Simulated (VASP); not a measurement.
# Re (Im-3m) in VASP: a series of runs

Runs on Re. Level: revPBE. Tasks: single point.

All numbers are computed with VASP 6.6.1; they aren't measurements. Logs are shortened: lines on timing, memory, paths and dates and some standing lists are left out, and cuts for length are marked.

**1. The cell of the first run**

The structure is cubic, space group Im-3m (No. 229). The conventional cell has a = 2.991 Å, b = 2.991 Å, c = 2.991 Å, α = 90.00°, β = 90.00°, γ = 90.00°. Within 3.4 Å of Re (site symmetry m-3m) lie 14 Re at 2.59 to 2.99 Å.

This isn't the form of Re at room conditions, which is hcp.

**2. Single point, revPBE (13.38 Å³/atom)**

INCAR reads:

```
PREC = Accurate
ENCUT = 520
EDIFF = 1E-6
ISMEAR = -1
SIGMA = 0.1
LREAL = False
LASPH = True
NELM = 80
ALGO = Normal
ISIF = 2
LWAVE = False
LCHARG = True
GGA = RE
LELF = True
LVHAR = True
NBANDS = 10
```

KPOINTS reads:

```
regular mesh
0
Gamma
  16 16 16
```

POSCAR reads:

```
Re
1.0
   -1.4956040250      1.4956040250      1.4956040250
    1.4956040250     -1.4956040250      1.4956040250
    1.4956040250      1.4956040250     -1.4956040250
Re
1
Direct
    0.0000000000      0.0000000000      0.0000000000
```

Potentials or basis: VASP PAW PBE potentials, release 64 (Re).

Command:

```bash
$ cat potpaw_PBE.64/Re/POTCAR > POTCAR
$ mpirun -np 1 vasp_std > vasp.out
```

OUTCAR:

```text
PREC = Accurate
   ENCUT = 520
   EDIFF = 1E-6
   ISMEAR = -1
   LREAL = False
   LASPH = True
   NELM = 80
   ISIF = 2
   GGA = RE

 ion  position               nearest neighbor table
   1  0.000  0.000  0.000-

  LATTYP: Found a body centered cubic cell.
 ALAT       =     2.9912080500

  Lattice vectors:

 A1 = (  -1.4956040250,   1.4956040250,   1.4956040250)
 A2 = (   1.4956040250,  -1.4956040250,   1.4956040250)
 A3 = (   1.4956040250,   1.4956040250,  -1.4956040250)

Analysis of symmetry for initial positions (statically):
=====================================================================
 Subroutine PRICEL returns:
 Original cell was already a primitive cell.

 Routine SETGRP: Setting up the symmetry group for a
 body centered cubic supercell.

 Subroutine GETGRP returns: Found 48 space group operations
 (whereof 48 operations were pure point group operations)
 out of a pool of 48 trial point group operations.

The static configuration has the point symmetry O_h .

Analysis of symmetry for dynamics (positions and initial velocities):
=====================================================================
 Subroutine PRICEL returns:
 Original cell was already a primitive cell.

 Routine SETGRP: Setting up the symmetry group for a
 body centered cubic supercell.

 Subroutine GETGRP returns: Found 48 space group operations
 (whereof 48 operations were pure point group operations)
 out of a pool of 48 trial point group operations.

The dynamic configuration has the point symmetry O_h .

 Subroutine INISYM returns: Found 48 space group operations
 (whereof 48 operations are pure point group operations),
 and found     1 'primitive' translations

----------------------------------------------------------------------------------------

                                     Primitive cell

  volume of cell :      13.3817

  direct lattice vectors                    reciprocal lattice vectors
    -1.495604025  1.495604025  1.495604025     0.000000000  0.334313088  0.334313088
     1.495604025 -1.495604025  1.495604025     0.334313088  0.000000000  0.334313088
     1.495604025  1.495604025 -1.495604025     0.334313088  0.334313088  0.000000000

  length of vectors
     2.590462159  2.590462159  2.590462159     0.472790103  0.472790103  0.472790103
[... 79 lines left out ...]
   EDIFF  = 0.1E-05   stopping-criterion for ELM
   LREAL  =      F    real-space projection
   EDIFFG = 0.1E-04   stopping-criterion for IOM
   NSW    =      0    number of steps for IOM
   IBRION =     -1    ionic relax: 0-MD 1-quasi-New 2-CG
   NFREE  =      0    steps in history (QN), initial steepest desc. (CG)
   ISIF   =      2    stress and relaxation
   ISYM   =      2    0-nonsym 1-usesym 2-fastsym
   POTIM  = 0.5000    time-step for ionic-motion
   TEBEG  =    0.0;   TEEND  =   0.0 temperature during run
   PSTRESS=    0.0 pullay stress
   NELECT =       7.0000    total number of electrons
   NUPDOWN=      -1.0000    fix difference up-down
   EMIN   =  10.00;   EMAX   =-10.00  energy-range for DOS
   EFERMI =   0.00;   METHOD = LEGACY
   ISMEAR =    -1;   SIGMA  =   0.10  broadening in eV -4-tet -1-fermi 0-gaus
   EFERMI_NEDOS =   21; number of points for ismear=-14 and -15
   IALGO  =     38    algorithm
   IMIX   =      4    mixing-type and parameters
     AMIX     =   0.40;   BMIX     =  1.00
     AMIX_MAG =   1.60;   BMIX_MAG =  1.00
  volume/ion in A,a.u.               =      13.38        90.30
  Fermi-wavevector in a.u.,A,eV,Ry     =   1.319079  2.492698 23.673730  1.739970
  Thomas-Fermi vector in A             =   2.449003
   LORBIT       =      0    0 simple, 1 ext, 2 COOP (PROOUT), +10 PAW based schemes
   GGA     = RE    functional components
   LHFCALC =     F    Hartree Fock is set to
   AEXX    =    0.0000 exact exchange contribution
   IVDW    =     0    specifies the selected vdW correction
   LEPSILON=     F    determine dielectric tensor
   LRPA    =     F    only Hartree local field effects (RPA)
 non-spin polarized calculation
  energy-cutoff  :      520.00
  volume of cell :       13.38
 maximum number of plane-waves:       372
   NGX =  9   NGY =  9   NGZ =  9

 number of electron       7.0000000 magnetization

 Free energy of the ion-electron system (eV)
  ---------------------------------------------------
  ext. energy  EPLUGINS =         0.00000000
  ---------------------------------------------------
  free energy    TOTEN  =       -11.34996250 eV

  energy without entropy =      -11.31977560  energy(sigma->0) =      -11.33486905

 E-fermi :  10.1462     XC(G=0): -14.2482

 val. band max:       10.1439214025   @ k =  -0.3750   0.5000   0.0625
 cond. band min:      10.1549175427   @ k =   0.1250   0.0625   0.0000
 fundamental gap:      0.0109961402
 Fermi energy:        10.1461558658

 k-point     1 :       0.0000    0.0000    0.0000
  band No.  band energies     occupation
      1      -1.3473      2.00000
      2       7.1059      2.00000
      3       7.1060      2.00000
      4       7.1060      2.00000
      5      11.0362      0.00027
      6      11.0362      0.00027
      7      25.8655      0.00000
      8      25.8655      0.00000
      9      25.8655      0.00000
     10      39.4466      0.00000
[... 287 lines left out ...]
 k-point    24 :       0.2500    0.1875    0.0000
  band No.  band energies     occupation
      1       3.0572      2.00000
      2       5.1218      2.00000
      3       6.2860      2.00000
      4      10.3040      0.34212
      5      12.0388      0.00000
      6      14.7651      0.00000
      7      23.4990      0.00000
      8      26.4701      0.00000
      9      28.8335      0.00000
     10      32.1008      0.00000

 [... further k-points ...]

------------------------ aborting loop because EDIFF is reached ----------------------------------------

  FORCE on cell =-STRESS in cart. coord.  units (eV):
  Direction    XX          YY          ZZ          XY          YZ          ZX
  --------------------------------------------------------------------------------------
  -------------------------------------------------------------------------------------
  Total        4.9786034      4.9786034      4.9786034      0.0000000      0.0000000      0.0000000
  in kB      596.0850789    596.0850789    596.0850789      0.0000000      0.0000000      0.0000000
  external PRESSURE =     596.0850789 kB  Pullay stress =       0.0000000 kB

 VOLUME and BASIS-vectors are now :
 -----------------------------------------------------------------------------
  energy-cutoff  :      520.00
  volume of cell :       13.38
      direct lattice vectors                 reciprocal lattice vectors
    -1.495604025  1.495604025  1.495604025     0.000000000  0.334313088  0.334313088
     1.495604025 -1.495604025  1.495604025     0.334313088  0.000000000  0.334313088
     1.495604025  1.495604025 -1.495604025     0.334313088  0.334313088  0.000000000

 POSITION                                       TOTAL-FORCE (eV/Angst)
 -----------------------------------------------------------------------------------
      0.00000      0.00000      0.00000         0.000000      0.000000      0.000000
 -----------------------------------------------------------------------------------
    total drift:                                0.000000      0.000000      0.000000

  FREE ENERGIE OF THE ION-ELECTRON SYSTEM (eV)
  ---------------------------------------------------
  free  energy   TOTEN  =       -11.3499625008 eV

  energy  without entropy=      -11.3197756032  energy(sigma->0) =      -11.33486905
```

stdout:

```text
POSCAR found type information on POSCAR Re
 POSCAR found :  1 types and       1 ions
 scaLAPACK will be used
 -----------------------------------------------------------------------------
|                                                                             |
|                                                                             |
|     You enforced a specific xc type in the INCAR file but a different       |
|     I HOPE YOU KNOW WHAT YOU ARE DOING!                                     |
|                                                                             |
 -----------------------------------------------------------------------------

 LDA part: xc-table for (Slater+PW92), standard interpolation
 POSCAR, INCAR and KPOINTS ok, starting setup
 FFT: planning ... GRIDC
 FFT: planning ... GRID_SOFT
 FFT: planning ... GRID
 WAVECAR not read
 entering main loop
```

Wall time 31 s (1 thread of Intel Xeon 8259CL, shared host); peak memory 0.14 GiB.

What came out:

| Item | Value |
| --- | --- |
| Free energy | -11.3500 eV |
| Pressure | 59.6 GPa |
| Band gap on the k mesh | zero (an odd number of electrons rules out a gap without spin polarisation) |

Levels at points of the mesh, in eV from the Fermi level:
| k point | band 1 | band 2 | band 3 | band 4 | band 5 | band 6 |
| --- | --- | --- | --- | --- | --- | --- |
| (0.00, 0.00, 0.00) | -11.49 | -3.04 | -3.04 | -3.04 | 0.89 | 0.89 |
| (0.50, 0.00, 0.00) | -8.37 | -5.64 | 0.19 | 0.84 | 1.86 | 5.31 |
| (0.50, 0.50, 0.50) | -8.14 | -8.14 | 4.19 | 4.19 | 4.19 | 8.71 |

Caveat: the cell stands under pressure; the PAW data sets were made with another functional, which shifts forces and pressure a little; spin-orbit coupling is left out, which moves the levels of the heavy elements.

**3. Single point, revPBE (13.99 Å³/atom)**

This run uses another cell than the first one, of 13.99 Å³/atom.

INCAR reads:

```
SYSTEM = Re
  ALGO = Normal
  EDIFF = 1E-6
  ENCUT = 520
  GGA = RE
  ISIF = 2
  ISMEAR = -1
  LASPH = .True.
  LCHARG = .False.
  LREAL = .False.
  LWAVE = .False.
  NBANDS = 10
  NELM = 100
  PREC = Accurate
  SIGMA = 0.1
```

KPOINTS reads:

```
k-points
0
Gamma
  16 16 16
  0 0 0
```

POSCAR reads:

```
Re
1.0
   -1.5179297646      1.5179297646      1.5179297646
    1.5179297646     -1.5179297646      1.5179297646
    1.5179297646      1.5179297646     -1.5179297646
Re
1
Direct
    0.0000000000      0.0000000000      0.0000000000
```

Potentials or basis: VASP PAW PBE potentials, release 64 (Re).

Command:

```bash
$ cat potpaw_PBE.64/Re/POTCAR > POTCAR
$ mpirun -np 1 vasp_std > vasp.out
```

OUTCAR:

```text
SYSTEM = Re
   EDIFF = 1E-6
   ENCUT = 520
   GGA = RE
   ISIF = 2
   ISMEAR = -1
   LASPH = .True.
   LREAL = .False.
   NELM = 100
   PREC = Accurate

 ion  position               nearest neighbor table
   1  0.000  0.000  0.000-

  LATTYP: Found a body centered cubic cell.
 ALAT       =     3.0358595292

  Lattice vectors:

 A1 = (  -1.5179297646,   1.5179297646,   1.5179297646)
 A2 = (   1.5179297646,  -1.5179297646,   1.5179297646)
 A3 = (   1.5179297646,   1.5179297646,  -1.5179297646)

Analysis of symmetry for initial positions (statically):
=====================================================================
 Subroutine PRICEL returns:
 Original cell was already a primitive cell.

 Routine SETGRP: Setting up the symmetry group for a
 body centered cubic supercell.

 Subroutine GETGRP returns: Found 48 space group operations
 (whereof 48 operations were pure point group operations)
 out of a pool of 48 trial point group operations.

The static configuration has the point symmetry O_h .

[... 161 lines left out ...]
 fundamental gap:      0.0357735079
 Fermi energy:         9.5251416700

 k-point     1 :       0.0000    0.0000    0.0000
  band No.  band energies     occupation
      1      -1.6238      2.00000
      2       6.6525      2.00000
      3       6.6525      2.00000
      4       6.6525      2.00000
      5      10.3749      0.00041
      6      10.3749      0.00041
      7      25.1710      0.00000
      8      25.1710      0.00000
      9      25.1710      0.00000
     10      38.0589      0.00000
[... 287 lines left out ...]
 k-point    24 :       0.2500    0.1875   -0.0000
  band No.  band energies     occupation
      1       2.7188      2.00000
      2       4.7777      2.00000
      3       5.8122      2.00000
      4       9.6796      0.35186
      5      11.2782      0.00000
      6      13.8411      0.00000
      7      22.3606      0.00000
      8      25.3061      0.00000
      9      27.5688      0.00000
     10      31.0284      0.00000

 [... further k-points ...]

------------------------ aborting loop because EDIFF is reached ----------------------------------------

  FORCE on cell =-STRESS in cart. coord.  units (eV):
  Direction    XX          YY          ZZ          XY          YZ          ZX
  --------------------------------------------------------------------------------------
  -------------------------------------------------------------------------------------
  Total        3.0547706      3.0547706      3.0547706      0.0000000     -0.0000000      0.0000000
  in kB      349.8437810    349.8437810    349.8437810      0.0000000     -0.0000000      0.0000000
  external PRESSURE =     349.8437810 kB  Pullay stress =       0.0000000 kB

 VOLUME and BASIS-vectors are now :
 -----------------------------------------------------------------------------
  energy-cutoff  :      520.00
  volume of cell :       13.99
      direct lattice vectors                 reciprocal lattice vectors
    -1.517929765  1.517929765  1.517929765     0.000000000  0.329396005  0.329396005
     1.517929765 -1.517929765  1.517929765     0.329396005  0.000000000  0.329396005
     1.517929765  1.517929765 -1.517929765     0.329396005  0.329396005  0.000000000

 POSITION                                       TOTAL-FORCE (eV/Angst)
 -----------------------------------------------------------------------------------
      0.00000      0.00000      0.00000         0.000000      0.000000     -0.000000
 -----------------------------------------------------------------------------------
    total drift:                                0.000000     -0.000000     -0.000000

  FREE ENERGIE OF THE ION-ELECTRON SYSTEM (eV)
  ---------------------------------------------------
  free  energy   TOTEN  =       -11.5281158725 eV

  energy  without entropy=      -11.4963363919  energy(sigma->0) =      -11.51222613
```

OSZICAR:

```text
N       E                     dE             d eps       ncg     rms          rms(c)
DAV:   1     0.701544918226E+01    0.70154E+01   -0.34786E+03  4570   0.792E+02
DAV:   2    -0.117113243437E+02   -0.18727E+02   -0.17317E+02  4520   0.166E+02
DAV:   3    -0.121467684655E+02   -0.43544E+00   -0.42314E+00  4574   0.428E+01
DAV:   4    -0.121496117901E+02   -0.28433E-02   -0.28390E-02  4568   0.157E+00
DAV:   5    -0.121496183452E+02   -0.65552E-05   -0.65560E-05  4178   0.364E-02    0.317E+01
DAV:   6    -0.117098125699E+02    0.43981E+00   -0.31003E-01  4600   0.139E+01    0.145E+01
DAV:   7    -0.115327631085E+02    0.17705E+00   -0.31435E-01  4668   0.137E+01    0.652E-01
DAV:   8    -0.115283467142E+02    0.44164E-02   -0.22965E-03  4104   0.495E-01    0.186E-01
DAV:   9    -0.115281066596E+02    0.24005E-03   -0.31060E-04  4332   0.236E-01    0.257E-02
DAV:  10    -0.115281156607E+02   -0.90011E-05   -0.18894E-05  3990   0.393E-02    0.256E-03
DAV:  11    -0.115281158725E+02   -0.21180E-06   -0.18003E-07  2476   0.687E-03
   1 F= -.11528116E+02 E0= -.11512226E+02  d E =-.317795E-01
```

It took 31 s on 1 thread of Intel Xeon 8259CL, shared host; peak memory 0.14 GiB.

Results:

```yaml
Free_energy: -11.5281 eV
Pressure: 35.0 GPa
Band_gap_on_the_k_mesh: zero (an odd number of electrons rules out a gap without spin polarisation)
```

Caveat: the cell stands under pressure; the PAW data sets were made with another functional, which shifts forces and pressure a little; spin-orbit coupling is left out, which moves the levels of the heavy elements.
